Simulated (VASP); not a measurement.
A run of VASP 6.6.1:

The input INCAR:

```
SYSTEM = MnAu
PREC = Accurate ; ENCUT = 500
EDIFF = 1E-6 ; ISMEAR = -1
SIGMA = 0.05 ; LREAL = .False.
LASPH = .True. ; NELM = 200
ALGO = Normal ; ISIF = 2
LWAVE = .False. ; LCHARG = .False.
ISPIN = 2 ; MAGMOM = 4 0
LORBIT = 11 ; LMAXMIX = 4
GGA = PS ; NBANDS = 23
GGA_COMPAT = .False.
```

Contents of KPOINTS:

```
regular mesh
0
Gamma
  11 11 11
  0 0 0
```

POSCAR

```
MnAu
1.0
    2.8481812270      0.0000000000      0.0000000000
    0.0000000000      2.8481812270      0.0000000000
    0.0000000000      0.0000000000      2.8481812270
Mn Au
1 1
Direct
    0.5000000000      0.5000000000      0.5000000000
    0.0000000000      0.0000000000      0.0000000000
```

Potentials or basis: VASP PAW PBE potentials, release 64 (Mn_pv, Au).

Launch:

```sh
$ cat potpaw_PBE.64/Mn_pv/POTCAR potpaw_PBE.64/Au/POTCAR > POTCAR
$ mpirun -np 1 vasp_std > vasp.out
```

Hardware: 1 thread of Intel(R) Xeon(R) Platinum 8488C (Sapphire Rapids) (shared host).

Q: How long does it take, and how much memory?

A: Wall time 32 s on 1 thread of Intel(R) Xeon(R) Platinum 8488C (Sapphire Rapids), with other jobs on the host, peak memory 0.18 GiB. Counts: scf iterations 14, k points 56.
